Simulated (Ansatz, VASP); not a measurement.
## Two plane-wave programs on Ag2O

The input INCAR:

```
  PREC = Accurate
  ENCUT = 600
  EDIFF = 1E-6
  ISMEAR = 0
  SIGMA = 0.05
  LREAL = False
  LASPH = True
  NELM = 120
  ALGO = Normal
  ISIF = 2
  LWAVE = False
  LCHARG = False
  GGA = B5
  ALDAX = 1.0
  AGGAX = 1.0
  AGGAC = 1.0
  ALDAC = 0.0
  NBANDS = 37
  GGA_COMPAT = False
```

Contents of KPOINTS:

```
regular mesh
0
Gamma
  6 6 6
```

POSCAR

```
Ag2O
1.0
    4.9355941281      0.0000000000      0.0000000000
    0.0000000000      4.9355941281      0.0000000000
    0.0000000000      0.0000000000      4.9355941281
Ag O
4 2
Direct
    0.7500000000      0.7500000000      0.7500000000
    0.7500000000      0.2500000000      0.2500000000
    0.2500000000      0.2500000000      0.7500000000
    0.2500000000      0.7500000000      0.2500000000
    0.0000000000      0.0000000000      0.0000000000
    0.5000000000      0.5000000000      0.5000000000
```

Input for Ansatz:

```yaml
crystal:
  lattice:
    - [4.9355941281, 0.0, 0.0]
    - [0.0, 4.9355941281, 0.0]
    - [0.0, 0.0, 4.9355941281]
  atoms:
    - { symbol: Ag, position: [0.75, 0.75, 0.75] }
    - { symbol: Ag, position: [0.75, 0.25, 0.25] }
    - { symbol: Ag, position: [0.25, 0.25, 0.75] }
    - { symbol: Ag, position: [0.25, 0.75, 0.25] }
    - { symbol: O, position: [0.0, 0.0, 0.0] }
    - { symbol: O, position: [0.5, 0.5, 0.5] }
basis:
  ecutwfc: 420
  ecutrho_ratio: 4
kpoints:
  mp_grid: { grid: [6, 6, 6] }
hamiltonian:
  xc: blyp
scf:
  occupations: { method: gaussian, width: 0.05 }
output:
  forces: true
  stress: true
  eigenvalues: true
```

Alike in both runs: task single point; functional BLYP; k mesh 6 × 6 × 6; occupations gaussian, width 0.05 eV; no spin polarisation.

```csv
,VASP,Ansatz
version,VASP 6.6.1,Ansatz 0.2.0
potentials or method,"VASP PAW PBE potentials, release 64 (Ag, O), cutoff 600 eV","scalar-relativistic, plane waves, PAW"
valence electrons in the cell,56,88
```

|  | VASP | Ansatz | Ansatz less VASP |
| --- | --- | --- | --- |
| gap on the k mesh at the Fermi level (eV) | none | none | - |
| pressure (GPa) | -1.1 | -1.1 | 0.00 |

VASP's potentials were made for PBE, not for BLYP. A gap of «none» marks a metal or a gap that the smearing closes. VASP's potentials hold 56 valence electrons a cell and Ansatz's 88, so a difference there can come from the potentials and not from the codes.
